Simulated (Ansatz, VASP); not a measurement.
Hf3Te in VASP and in Ansatz

```
Hf Te
1.0
    -2.17914    2.17914    4.65580
     2.17914   -2.17914    4.65580
     2.17914    2.17914   -4.65580
Hf Te
3 1
Direct
  0.50000 0.50000 0.00000
  0.25000 0.75000 0.50000
  0.75000 0.25000 0.50000
  0.00000 0.00000 0.00000
```

Alike in both runs: functional PBE; k mesh 16 × 16 × 16; occupations gaussian, width 0.1 eV; no spin polarisation.

Ansatz relaxed the structure, and its values are those at the end. VASP's run is a single point on that final structure, the one shown.

|  | VASP | Ansatz |
| --- | --- | --- |
| version | VASP 6.6.1 | Ansatz 0.2.0 |
| potentials or method | VASP PAW PBE potentials, release 64 (Hf_pv, Te), cutoff 520 eV | scalar-relativistic, plane waves, PAW |
| valence electrons in the cell | 36 | 94 |

Ansatz gave:

| Quantity | Value |
| --- | --- |
| gap on the k mesh at the Fermi level (eV) | none |
| pressure (GPa) | 0.0 |

Question: Estimate VASP's values.

Answer: gap on the k mesh at the Fermi level (eV): none; pressure (GPa): -0.4.

A gap of «none» marks a metal or a gap that the smearing closes. VASP's potentials hold 36 valence electrons a cell and Ansatz's 94, so a difference there can come from the potentials and not from the codes.

Spin-orbit coupling is off throughout.
